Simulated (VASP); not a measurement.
Set up this calculation in VASP 6.6.1, as the native input.

```yaml
Task: single point
Functional: PBE
Potentials_or_basis: VASP PAW PBE potentials, release 64 (Al)
Cutoff: 520 eV
k_mesh: 14 × 14 × 14
Occupations: fermi-dirac, width 0.05 eV
Spin: no spin polarisation
Dipole_correction: no
Further_INCAR_settings: ALGO = Normal; EDIFF = 1e-06; NBANDS = 8
```

The structure of Al lies in POSCAR:

```
Al
1.0
    0.0000000000      2.0239800000      2.0239800000
    2.0239800000      0.0000000000      2.0239800000
    2.0239800000      2.0239800000      0.0000000000
Al
1
Direct
    0.0000000000      0.0000000000      0.0000000000
```

These files were run (other wordings do the same):

INCAR

```
PREC     = Accurate       # precision mode
ENCUT    = 520            # plane-wave cutoff, eV
EDIFF    = 1E-6           # SCF threshold, eV
ISMEAR   = -1             # smearing method
SIGMA    = 0.05           # smearing width, eV
LREAL    = False          # projectors in reciprocal space
LASPH    = True           # aspherical terms in the spheres
NELM     = 80             # most SCF steps
ALGO     = Normal         # electronic algorithm
ISIF     = 2              # what is computed and relaxed
LWAVE    = False          # write WAVECAR
LCHARG   = False          # write CHGCAR
GGA      = PE             # functional
NBANDS   = 8              # bands
```

KPOINTS

```
regular mesh
0
Gamma
  14 14 14
```

Potentials or basis: VASP PAW PBE potentials, release 64 (Al).

The run is started by

```console
$ cat potpaw_PBE.64/Al/POTCAR > POTCAR
$ mpirun -np 1 vasp_std > vasp.out
```

It gave:

- Pressure: -0.6 GPa

Wall time 6.8 s on 1 thread of Intel(R) Xeon(R) Platinum 8488C (Sapphire Rapids), with other jobs on the host, peak memory 0.13 GiB.
